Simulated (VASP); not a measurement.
# SrTiO3 in VASP: a series of runs, part 2 of 2

VASP 6.6.1. The steps go on from the part before.

### 4 Single point, PBE (volume scaled by 0.96)

File INCAR:

```
PREC = Accurate ; ENCUT = 520
EDIFF = 1E-6 ; ISMEAR = -1
SIGMA = 0.05 ; LREAL = False
LASPH = True ; NELM = 80
ALGO = Normal ; ISIF = 2
LWAVE = False ; LCHARG = False
GGA = PE ; NBANDS = 28
```

File KPOINTS:

```
regular mesh
0
Gamma
  7 7 7
```

File POSCAR:

```
SrTiO3
1.0
    3.8522232601      0.0000000000      0.0000000000
    0.0000000000      3.8522232601      0.0000000000
    0.0000000000      0.0000000000      3.8522232601
Sr Ti O
1 1 3
Direct
    0.0000000000      0.0000000000      0.0000000000
    0.5000000000      0.5000000000      0.5000000000
    0.0000000000      0.5000000000      0.5000000000
    0.5000000000      0.0000000000      0.5000000000
    0.5000000000      0.5000000000      0.0000000000
```

Potentials or basis: VASP PAW PBE potentials, release 64 (Sr_sv, Ti_sv, O).

Command:

```sh
$ cat potpaw_PBE.64/Sr_sv/POTCAR potpaw_PBE.64/Ti_sv/POTCAR potpaw_PBE.64/O/POTCAR > POTCAR
$ mpirun -np 1 vasp_std > vasp.out
```

OUTCAR:

```text
PREC = Accurate
   ENCUT = 520
   EDIFF = 1E-6
   ISMEAR = -1
   LREAL = False
   LASPH = True
   NELM = 80
   ISIF = 2
   GGA = PE

 ion  position               nearest neighbor table
   1  0.000  0.000  0.000-   3 2.72   4 2.72   5 2.72   3 2.72   4 2.72   3 2.72   5 2.72   3 2.72
                             4 2.72   5 2.72   4 2.72   5 2.72   2 3.34   2 3.34   2 3.34   2 3.34
   2  0.500  0.500  0.500-   3 1.93   4 1.93   5 1.93   5 1.93   4 1.93   3 1.93   1 3.34   1 3.34
                             1 3.34   1 3.34   1 3.34   1 3.34   1 3.34   1 3.34
   3  0.000  0.500  0.500-   2 1.93   2 1.93   1 2.72   1 2.72   1 2.72   1 2.72
   4  0.500  0.000  0.500-   2 1.93   2 1.93   1 2.72   1 2.72   1 2.72   1 2.72
   5  0.500  0.500  0.000-   2 1.93   2 1.93   1 2.72   1 2.72   1 2.72   1 2.72

  LATTYP: Found a simple cubic cell.
 ALAT       =     3.8522232601

  Lattice vectors:

 A1 = (   3.8522232601,   0.0000000000,   0.0000000000)
 A2 = (   0.0000000000,   3.8522232601,   0.0000000000)
 A3 = (   0.0000000000,   0.0000000000,   3.8522232601)

Analysis of symmetry for initial positions (statically):
=====================================================================
 Subroutine PRICEL returns:
 Original cell was already a primitive cell.

 Routine SETGRP: Setting up the symmetry group for a
 simple cubic supercell.

 Subroutine GETGRP returns: Found 48 space group operations
 (whereof 48 operations were pure point group operations)
 out of a pool of 48 trial point group operations.

The static configuration has the point symmetry O_h .

Analysis of symmetry for dynamics (positions and initial velocities):
=====================================================================
 Subroutine PRICEL returns:
 Original cell was already a primitive cell.

 Routine SETGRP: Setting up the symmetry group for a
 simple cubic supercell.

 Subroutine GETGRP returns: Found 48 space group operations
 (whereof 48 operations were pure point group operations)
 out of a pool of 48 trial point group operations.

The dynamic configuration has the point symmetry O_h .

 Subroutine INISYM returns: Found 48 space group operations
 (whereof 48 operations are pure point group operations),
 and found     1 'primitive' translations

----------------------------------------------------------------------------------------

                                     Primitive cell

  volume of cell :      57.1655

  direct lattice vectors                    reciprocal lattice vectors
     3.852223260  0.000000000  0.000000000     0.259590354  0.000000000  0.000000000
     0.000000000  3.852223260  0.000000000     0.000000000  0.259590354  0.000000000
     0.000000000  0.000000000  3.852223260     0.000000000  0.000000000  0.259590354

  length of vectors
     3.852223260  3.852223260  3.852223260     0.259590354  0.259590354  0.259590354

  position of ions in fractional coordinates (direct lattice)
     0.000000000  0.000000000  0.000000000
     0.500000000  0.500000000  0.500000000
     0.000000000  0.500000000  0.500000000
     0.500000000  0.000000000  0.500000000
     0.500000000  0.500000000  0.000000000

  ion indices of the primitive-cell ions
   primitive index   ion index
                 1           1
                 2           2
                 3           3
                 4           4
[... 27 lines left out ...]

 Following reciprocal coordinates:
            Coordinates               Weight
  0.000000  0.000000  0.000000      1.000000
  0.142857  0.000000  0.000000      6.000000
  0.285714  0.000000  0.000000      6.000000
  0.428571  0.000000  0.000000      6.000000
  0.142857  0.142857  0.000000     12.000000
  0.285714  0.142857  0.000000     24.000000
[... 12 lines left out ...]
  0.428571  0.428571  0.285714     24.000000
  0.428571  0.428571  0.428571      8.000000
   k-points           NKPTS =     20   k-points in BZ     NKDIM =     20   number of bands    NBANDS=     28
   number of dos      NEDOS =    301   number of ions     NIONS =      5
   total plane-waves  NPLWV =  27000
   dimension x,y,z NGX =    30 NGY =   30 NGZ =   30
   dimension x,y,z NGXF=    60 NGYF=   60 NGZF=   60
   ions per type =               1   1   3
   NGX,Y,Z   is equivalent  to a cutoff of  12.95, 12.95, 12.95 a.u.
   NGXF,Y,Z  is equivalent  to a cutoff of  25.89, 25.89, 25.89 a.u.
 SYSTEM =  unknown system
   PREC   = accura    normal or accurate (medium, high low for compatibility)
   ISTART =      0    job   : 0-new  1-cont  2-samecut
   ICHARG =      2    charge: 1-file 2-atom 10-const
   ISPIN  =      1    spin polarized calculation?
   LNONCOLLINEAR =      F non collinear calculations
   LSORBIT =      F    spin-orbit coupling
   LASPH  =      T    aspherical Exc in radial PAW
   ENCUT  =  520.0 eV  38.22 Ry    6.18 a.u.   7.16  7.16  7.16*2*pi/ulx,y,z
   NELM   =     80;   NELMIN=  2; NELMDL= -5     # of ELM steps
   EDIFF  = 0.1E-05   stopping-criterion for ELM
   LREAL  =      F    real-space projection
   EDIFFG = 0.1E-04   stopping-criterion for IOM
   NSW    =      0    number of steps for IOM
   IBRION =     -1    ionic relax: 0-MD 1-quasi-New 2-CG
   NFREE  =      0    steps in history (QN), initial steepest desc. (CG)
   ISIF   =      2    stress and relaxation
   ISYM   =      2    0-nonsym 1-usesym 2-fastsym
   POTIM  = 0.5000    time-step for ionic-motion
   TEBEG  =    0.0;   TEEND  =   0.0 temperature during run
   PSTRESS=    0.0 pullay stress
   NELECT =      40.0000    total number of electrons
   NUPDOWN=      -1.0000    fix difference up-down
   EMIN   =  10.00;   EMAX   =-10.00  energy-range for DOS
   EFERMI =   0.00;   METHOD = LEGACY
   ISMEAR =    -1;   SIGMA  =   0.05  broadening in eV -4-tet -1-fermi 0-gaus
   EFERMI_NEDOS =   21; number of points for ismear=-14 and -15
   IALGO  =     38    algorithm
   IMIX   =      4    mixing-type and parameters
     AMIX     =   0.40;   BMIX     =  1.00
     AMIX_MAG =   1.60;   BMIX_MAG =  1.00
  volume/ion in A,a.u.               =      11.43        77.15
  Fermi-wavevector in a.u.,A,eV,Ry     =   1.453394  2.746517 28.740325  2.112354
  Thomas-Fermi vector in A             =   2.570666
   LORBIT       =      0    0 simple, 1 ext, 2 COOP (PROOUT), +10 PAW based schemes
   GGA     = PE    functional components
   LHFCALC =     F    Hartree Fock is set to
   AEXX    =    0.0000 exact exchange contribution
   IVDW    =     0    specifies the selected vdW correction
   LEPSILON=     F    determine dielectric tensor
   LRPA    =     F    only Hartree local field effects (RPA)
 non-spin polarized calculation
  energy-cutoff  :      520.00
  volume of cell :       57.17
 maximum number of plane-waves:      1551
 NGX is ok and might be reduce to    30
   NGX = 15   NGY = 15   NGZ = 15

 number of electron      40.0000029 magnetization

 Free energy of the ion-electron system (eV)
  ---------------------------------------------------
  ext. energy  EPLUGINS =         0.00000000
  ---------------------------------------------------
  free energy    TOTEN  =       -39.93842473 eV

  energy without entropy =      -39.93842473  energy(sigma->0) =      -39.93842473

 E-fermi :   5.4757     XC(G=0): -11.4882

 val. band max:        4.4373583997   @ k =   0.4286   0.4286   0.4286
 cond. band min:       6.4365688460   @ k =   0.0000   0.0000   0.0000
 fundamental gap:      1.9992104463
 Fermi energy:         5.4756976478

 k-point     1 :       0.0000    0.0000    0.0000
  band No.  band energies     occupation
      1     -51.7879      2.00000
      2     -28.1616      2.00000
      3     -28.0626      2.00000
      4     -28.0626      2.00000
      5     -28.0626      2.00000
      6     -13.0716      2.00000
[... 609 lines left out ...]
     27      13.1849      0.00000
     28      13.1849      0.00000

------------------------ aborting loop because EDIFF is reached ----------------------------------------

  FORCE on cell =-STRESS in cart. coord.  units (eV):
  Direction    XX          YY          ZZ          XY          YZ          ZX
  --------------------------------------------------------------------------------------
  -------------------------------------------------------------------------------------
  Total        4.8078636      4.8078636      4.8078636     -0.0000000      0.0000000     -0.0000000
  in kB      134.7498745    134.7498745    134.7498745     -0.0000000      0.0000000     -0.0000000
  external PRESSURE =     134.7498745 kB  Pullay stress =       0.0000000 kB

 VOLUME and BASIS-vectors are now :
 -----------------------------------------------------------------------------
  energy-cutoff  :      520.00
  volume of cell :       57.17
      direct lattice vectors                 reciprocal lattice vectors
     3.852223260  0.000000000  0.000000000     0.259590354  0.000000000  0.000000000
     0.000000000  3.852223260  0.000000000     0.000000000  0.259590354  0.000000000
     0.000000000  0.000000000  3.852223260     0.000000000  0.000000000  0.259590354

 POSITION                                       TOTAL-FORCE (eV/Angst)
 -----------------------------------------------------------------------------------
      0.00000      0.00000      0.00000         0.000000      0.000000      0.000000
      1.92611      1.92611      1.92611         0.000000      0.000000      0.000000
      0.00000      1.92611      1.92611         0.000000      0.000000      0.000000
      1.92611      0.00000      1.92611         0.000000      0.000000      0.000000
      1.92611      1.92611      0.00000         0.000000      0.000000      0.000000
 -----------------------------------------------------------------------------------
    total drift:                                0.000000      0.000000     -0.000000

  FREE ENERGIE OF THE ION-ELECTRON SYSTEM (eV)
  ---------------------------------------------------
  free  energy   TOTEN  =       -39.9384247293 eV

  energy  without entropy=      -39.9384247290  energy(sigma->0) =      -39.93842473
```

stdout:

```text
POSCAR found type information on POSCAR SrTiO
 POSCAR found :  3 types and       5 ions
 scaLAPACK will be used
 LDA part: xc-table for (Slater+PW92), standard interpolation
 POSCAR, INCAR and KPOINTS ok, starting setup
 FFT: planning ... GRIDC
 FFT: planning ... GRID_SOFT
 FFT: planning ... GRID
 WAVECAR not read
 entering main loop
```

Wall time 18 s (1 thread of Intel Xeon 6975P-C (Granite Rapids), shared host); peak memory 0.18 GiB.

Results:

| Quantity | Value |
| --- | --- |
| Free energy | -39.9384 eV |
| Pressure | 13.5 GPa |
| Band gap on the k mesh | 2.00 eV, indirect (least direct gap 2.26 eV) |

 A k mesh can miss the band edges.

### 5 Single point, PBE (volume scaled by 0.99)

File INCAR:

```
SYSTEM = SrTiO3
PREC = Accurate
ENCUT = 520
EDIFF = 1E-6
ISMEAR = -1
SIGMA = 0.05
LREAL = .FALSE.
LASPH = .TRUE.
NELM = 100
ALGO = Normal
ISIF = 2
LWAVE = .FALSE.
LCHARG = .FALSE.
GGA = PE
NBANDS = 28
```

File KPOINTS:

```
regular mesh
0
G
  7 7 7
  0 0 0
```

POSCAR, as its differences from that of step 4:

```diff
@@ -2,5 +2,5 @@
 1.0
-    3.8522232601      0.0000000000      0.0000000000
-    0.0000000000      3.8522232601      0.0000000000
-    0.0000000000      0.0000000000      3.8522232601
+    3.8919397018      0.0000000000      0.0000000000
+    0.0000000000      3.8919397018      0.0000000000
+    0.0000000000      0.0000000000      3.8919397018
 Sr Ti O
```

Command:

```sh
$ cat potpaw_PBE.64/Sr_sv/POTCAR potpaw_PBE.64/Ti_sv/POTCAR potpaw_PBE.64/O/POTCAR > POTCAR
$ mpirun -np 1 vasp_std > vasp.out
```

Wall time 18 s (1 thread of Intel Xeon 6975P-C (Granite Rapids), shared host); peak memory 0.18 GiB.

The run converged. Its results:

```yaml
Free_energy: -40.0537 eV
Pressure: 6.9 GPa
Band_gap_on_the_k_mesh: 1.94 eV, indirect (least direct gap 2.22 eV)
```

Levels at points of the mesh, in eV from the valence-band top:
| k point | band 16 | band 17 | band 18 | band 19 | band 20 | band 21 | band 22 | band 23 | band 24 | band 25 |
| --- | --- | --- | --- | --- | --- | --- | --- | --- | --- | --- |
| (0.00, 0.00, 0.00) | -1.12 | -1.12 | -0.28 | -0.28 | -0.28 | 1.94 | 1.94 | 1.94 | 4.44 | 4.44 |

 A k mesh can miss the band edges.

### 6 Single point, PBE (volume scaled by 1.02)

File INCAR:

```
SYSTEM = SrTiO3
ALGO = Normal
EDIFF = 1E-7
ENCUT = 520
GGA = PE
ISIF = 2
ISMEAR = -1
LASPH = .True.
LCHARG = .False.
LREAL = .False.
LWAVE = .False.
NBANDS = 28
NELM = 100
PREC = Accurate
SIGMA = 0.05
```

File KPOINTS:

```
k-points
0
Gamma
  7 7 7
  0 0 0
```

POSCAR, as its differences from that of step 5:

```diff
@@ -2,5 +2,5 @@
 1.0
-    3.8919397018      0.0000000000      0.0000000000
-    0.0000000000      3.8919397018      0.0000000000
-    0.0000000000      0.0000000000      3.8919397018
+    3.9308616808      0.0000000000      0.0000000000
+    0.0000000000      3.9308616808      0.0000000000
+    0.0000000000      0.0000000000      3.9308616808
 Sr Ti O
```

Potentials or basis: VASP PAW PBE potentials, release 64 (Sr_sv, Ti_sv, O).

Command:

```sh
$ cat potpaw_PBE.64/Sr_sv/POTCAR potpaw_PBE.64/Ti_sv/POTCAR potpaw_PBE.64/O/POTCAR > POTCAR
$ mpirun -np 1 vasp_std > vasp.out
```

Wall time 19 s (1 thread of Intel Xeon 6975P-C (Granite Rapids), shared host); peak memory 0.19 GiB.

Results (log left out):

| Property | Result |
| --- | --- |
| Free energy | -40.1013 eV |
| Pressure | 1.4 GPa |
| Band gap on the k mesh | 1.88 eV, indirect (least direct gap 2.19 eV) |

Levels at points of the mesh, in eV from the valence-band top:
```
           k point  band 18  band 19  band 20  band 21  band 22  band 23
(0.00, 0.00, 0.00)    -0.30    -0.30    -0.30     1.88     1.88     1.88
```

 A k mesh can miss the band edges.

### 7 The runs side by side

```csv
cell,gap on the mesh (eV),pressure (GPa)
"a = 3.866, b = 3.866, c = 3.905 Å, 5 atoms",1.95,9.0
"a = 3.983, b = 3.983, c = 3.905 Å, 5 atoms",1.82,-1.8
"a = 3.852 Å, 5 atoms",2.00,13.5
"a = 3.892 Å, 5 atoms",1.94,6.9
"a = 3.931 Å, 5 atoms",1.88,1.4
```

Alike in all rows: task single point; level PBE; potentials or basis VASP PAW PBE potentials, release 64 (Sr_sv, Ti_sv, O); no spin polarisation; k mesh 7 × 7 × 7; cutoff (eV) 520; smearing fermi-dirac 0.05 eV.

Absolute energies hang on the potentials; compare differences alone.
